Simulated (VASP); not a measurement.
Input of a VASP 6.6.1 run:

The input INCAR:

```
ALGO = Normal
EDIFF = 1E-6
ENCUT = 520
GGA = PS
ISIF = 2
ISMEAR = -1
ISYM = 0
IVDW = 13
LASPH = True
LCHARG = True
LELF = True
LREAL = Auto
LVHAR = True
LWAVE = False
NBANDS = 88
NELM = 100
PREC = Accurate
SIGMA = 0.05
```

File KPOINTS:

```
Automatic mesh
0
Gamma
  1 1 1
  0.25 0.25 0.25
```

File POSCAR:

```
Ba4Hf3BeO12
1.0
    8.3151870000      0.0000000000      0.0000000000
    0.0000000000      8.3151870000      0.0000000000
    0.0000000000      0.0000000000      4.1575940000
Ba Be Hf O
4 1 3 12
Direct
    0.9935160000      0.0060400000      0.0090880000
    0.9944280000      0.5032850000      0.9983820000
    0.5068890000      0.0027100000      0.9838260000
    0.5072490000      0.5016800000      0.9987380000
    0.2534580000      0.2422580000      0.4855150000
    0.2460200000      0.7514780000      0.4902430000
    0.7558390000      0.2467730000      0.5091180000
    0.7499970000      0.7584980000      0.5183820000
    0.2589810000      0.2496600000      0.9929820000
    0.2484150000      0.7487600000      0.0103310000
    0.7543010000      0.2483020000      0.9989880000
    0.7487050000      0.7491670000      0.9975900000
    0.9910220000      0.2394860000      0.5076750000
    0.9947210000      0.7489030000      0.5005260000
    0.5040790000      0.2536680000      0.4903570000
    0.4930870000      0.7471260000      0.5130320000
    0.2521640000      0.0011390000      0.4838220000
    0.2575250000      0.4970970000      0.5097560000
    0.7480390000      0.9960930000      0.5013490000
    0.7539310000      0.5011760000      0.5068160000
```

Potentials or basis: VASP PAW PBE potentials, release 64 (Ba_sv, Be, Hf_pv, O).

Run with:

```bash
$ cat potpaw_PBE.64/Ba_sv/POTCAR potpaw_PBE.64/Be/POTCAR potpaw_PBE.64/Hf_pv/POTCAR potpaw_PBE.64/O/POTCAR > POTCAR
$ mpirun -np 1 vasp_std > vasp.out
```

(1) Predict the pressure.

(2) Estimate the band gap on the k mesh.

(3) What does it give for the largest force?

Answers

(1) -5.1 GPa.

(2) 0.01 eV.

(3) 2.377 eV/Å.

Caveat: the k points lie up to 0.76 Å⁻¹ apart; the smearing spreads over this small gap; the PAW data sets were made with another functional, which shifts forces and pressure a little; spin-orbit coupling is left out, which moves the levels of the heavy elements.
